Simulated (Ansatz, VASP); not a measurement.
Gd in VASP and in Ansatz

```
CELL_PARAMETERS angstrom
-2.03637 2.03637 2.03637
2.03637 -2.03637 2.03637
2.03637 2.03637 -2.03637
ATOMIC_POSITIONS crystal
Gd 0.00000 0.00000 0.00000
```

Change from the starting cell: volume scaled by 1.02.

Alike in both runs: task single point; functional PBE; k mesh 13 × 13 × 13; occupations fermi-dirac, width 0.05 eV; collinear spin.

```csv
,VASP,Ansatz
version,VASP 6.6.1,Ansatz 0.2.0
potentials or method,"VASP PAW PBE potentials, release 64 (Gd), cutoff 520 eV","all-electron LAPW, scalar-relativistic"
```

|  | VASP | Ansatz | Ansatz less VASP |
| --- | --- | --- | --- |
| pressure (GPa) | -0.4 | -0.6 | -0.17 |
| net moment per atom (μB) | 7.65 | 7.64 | -0.010 |
| size of the moment on the site where the two differ most (μB) | 7.01 | 7.46 | +0.453 |

Site moments also hang on the region over which each program counts them. Ansatz ran all-electron here, and VASP with PAW potentials.

Neither program's run includes spin-orbit coupling.
